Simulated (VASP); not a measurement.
BeTe, 4 atoms in the cell. Symmetry: P6_3/mmc, No. 194, hexagonal system. The conventional cell has a = 4.031 Å, b = 4.031 Å, c = 8.144 Å, α = 90.00°, β = 90.00°, γ = 120.00°. Be (site symmetry -6m2) has 3 Te at 2.33 Å within 3.1 Å. Te (site symmetry -6m2) has 3 Be at 2.33 Å within 3.1 Å. 

* Program: VASP 6.6.1
* Task: single point
* Functional: r2SCAN
* Potentials or basis: VASP PAW PBE potentials, release 64 (Be, Te)
* Cutoff: 520 eV
* k mesh: 12 × 12 × 4
* Occupations: gaussian, width 0.01 eV
* Spin: no spin polarisation
* Dipole correction: no
* Further INCAR settings: ALGO = Normal; EDIFF = 1e-06; NBANDS = 16

Potentials or basis: VASP PAW PBE potentials, release 64 (Be, Te).

Launch:

```sh
$ cat potpaw_PBE.64/Be/POTCAR potpaw_PBE.64/Te/POTCAR > POTCAR
$ cp INCAR.step1 INCAR
$ mpirun -np 1 vasp_std > vasp.out
$ cp INCAR.step2 INCAR
$ mpirun -np 1 vasp_std > vasp.out
```

Hardware: 1 thread of Intel(R) Xeon(R) Platinum 8488C (Sapphire Rapids), on a shared host.

Question: Estimate the wall time of this run.

Answer: It took 3.1 min on 1 thread of Intel(R) Xeon(R) Platinum 8488C (Sapphire Rapids), with other jobs on the host, peak memory 0.3 GiB. Counts: k points 57.
